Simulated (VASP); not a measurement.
**Ba4Zr3TiO12: single point with PBEsol**

The system is Ba4Zr3TiO12.

```
Ba Ti Zr O
1.0
     8.36196    0.00000    0.00000
     0.00000    8.36196    0.00000
     0.00000    0.00000    8.36196
Ba Ti Zr O
8 2 6 24
Direct
  0.00005 0.00104 0.99495
  0.00001 0.00098 0.49469
  0.00072 0.49216 0.99548
  0.00065 0.49184 0.49561
  0.49121 0.00168 0.99547
  0.49090 0.00162 0.49561
  0.49073 0.49174 0.99668
  0.49065 0.49162 0.49669
  0.24266 0.24365 0.23191
  0.24269 0.24366 0.73201
  0.24842 0.74429 0.24930
  0.24841 0.74429 0.74934
  0.74330 0.24939 0.24929
  0.74332 0.24940 0.74934
  0.74837 0.74935 0.24813
  0.74842 0.74939 0.74808
  0.25031 0.25127 0.01536
  0.25132 0.25234 0.51550
  0.25283 0.75607 0.00061
  0.24891 0.75508 0.50060
  0.75508 0.25395 0.00062
  0.75416 0.24971 0.50060
  0.74831 0.74909 0.99955
  0.75282 0.75398 0.49956
  0.01312 0.25249 0.25425
  0.01315 0.25238 0.75333
  0.00138 0.75401 0.24894
  0.00140 0.75425 0.75319
  0.49457 0.25244 0.25360
  0.49466 0.25266 0.75453
  0.49849 0.75431 0.25315
  0.49850 0.75418 0.74896
  0.25138 0.01408 0.25427
  0.25158 0.01413 0.75329
  0.25163 0.49553 0.25357
  0.25146 0.49564 0.75456
  0.75321 0.00234 0.24877
  0.75303 0.00237 0.75337
  0.75316 0.49946 0.25334
  0.75348 0.49947 0.74878
```

```yaml
Program: VASP 6.6.1
Task: single point
Functional: PBEsol
Potentials_or_basis: VASP PAW PBE potentials, release 64 (Ba_sv, Ti_sv, Zr_sv, O)
Cutoff: 520 eV
k_mesh: 1 × 1 × 1, shifted
Occupations: fermi-dirac, width 0.05 eV
Spin: no spin polarisation
```

```json
{
  "Pressure": "-3.1 GPa",
  "Largest force": "0.131 eV/Å",
  "Band gap on the k mesh": "3.26 eV"
}
```

Forces in eV/Å, atoms in the order of the input:
```
Ba   0.009  0.008  0.022
Ba   0.007  0.007  0.026
Ba   0.004  0.043  0.034
Ba   0.007  0.045  0.031
Ba   0.042  0.005  0.036
Ba   0.045  0.007  0.031
Ba   0.048  0.048  0.022
Ba   0.047  0.048  0.022
Ti   0.064  0.068  0.092
Ti   0.067  0.074  0.084
Zr   0.038  0.048  0.021
Zr   0.037  0.049  0.025
Zr   0.049  0.037  0.023
Zr   0.049  0.034  0.025
Zr   0.018  0.019  0.015
Zr   0.020  0.021  0.011
O   -0.029 -0.025 -0.080
O   -0.031 -0.029 -0.080
O   -0.019 -0.027 -0.009
O   -0.016 -0.028 -0.007
O   -0.028 -0.018 -0.008
O   -0.024 -0.016 -0.009
O   -0.012 -0.010 -0.008
O   -0.014 -0.015 -0.007
O   -0.049 -0.028 -0.029
O   -0.053 -0.026 -0.025
O   -0.019 -0.019 -0.011
O   -0.023 -0.023 -0.017
O   -0.018 -0.030 -0.025
O   -0.019 -0.032 -0.021
O   -0.005 -0.023 -0.018
O   -0.007 -0.019 -0.013
O   -0.026 -0.049 -0.027
O   -0.024 -0.053 -0.022
O   -0.030 -0.019 -0.025
O   -0.031 -0.021 -0.023
O   -0.018 -0.016 -0.010
O   -0.021 -0.022 -0.016
O   -0.021 -0.009 -0.015
O   -0.017 -0.006 -0.016
```

Stress tensor (GPa, compression positive):
```
-3.78  0.07  0.15
 0.07 -3.78  0.15
 0.15  0.15 -1.86
```

Levels at points of the mesh, in eV from the valence-band top:
```csv
k point,band 157,band 158,band 159,band 160,band 161,band 162,band 163,band 164
"(0.25, 0.25, 0.25)",-0.11,-0.10,-0.04,0.00,3.33,3.35,3.37,3.48
```

Run time: 23 min on 1 thread of Oxide Virtual Turin-like Processor, on a shared host, peak memory 0.71 GiB.

Caveat: the PAW data sets were made with another functional, which shifts forces and pressure a little; spin-orbit coupling is left out, which moves the levels of the heavy elements.
